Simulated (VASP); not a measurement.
A run of VASP 6.6.1 is set up as follows.

Contents of INCAR:

```
PREC = Accurate ; ENCUT = 520
EDIFF = 1E-7 ; ISMEAR = 0
SIGMA = 0.1 ; LREAL = F
LASPH = T ; NELM = 60
ALGO = Normal ; ISIF = 2
LWAVE = F ; LCHARG = F
GGA = PE ; NBANDS = 34
```

File KPOINTS:

```
Automatic mesh
0
Gamma
  6 6 6
```

File POSCAR:

```
LiPb2O3
1.0
    6.2932147993      0.0000000000      0.0000000000
   -3.1466073997      5.4500838877      0.0000000000
    0.0000000000      0.0000000000      3.2948646871
Li Pb O
1 2 3
Direct
    0.0000000000      0.0000000000      0.0000000000
    0.3333333333      0.6666666667      0.0000000000
    0.6666666667      0.3333333333      0.0000000000
    0.5000000000      0.0000000000      0.5000000000
    0.5000000000      0.5000000000      0.5000000000
    0.0000000000      0.5000000000      0.5000000000
```

Potentials or basis: VASP PAW PBE potentials, release 64 (Li_sv, Pb_d, O).

Command:

```console
$ cat potpaw_PBE.64/Li_sv/POTCAR potpaw_PBE.64/Pb_d/POTCAR potpaw_PBE.64/O/POTCAR > POTCAR
$ mpirun -np 1 vasp_std > vasp.out
```

Q: Predict the band gap on the k mesh.

A: Zero (an odd number of electrons rules out a gap without spin polarisation).

Caveat: spin-orbit coupling is left out, which moves the levels of the heavy elements; an odd number of electrons without spin polarisation forces a metal; a magnetic or distorted state may lie lower.
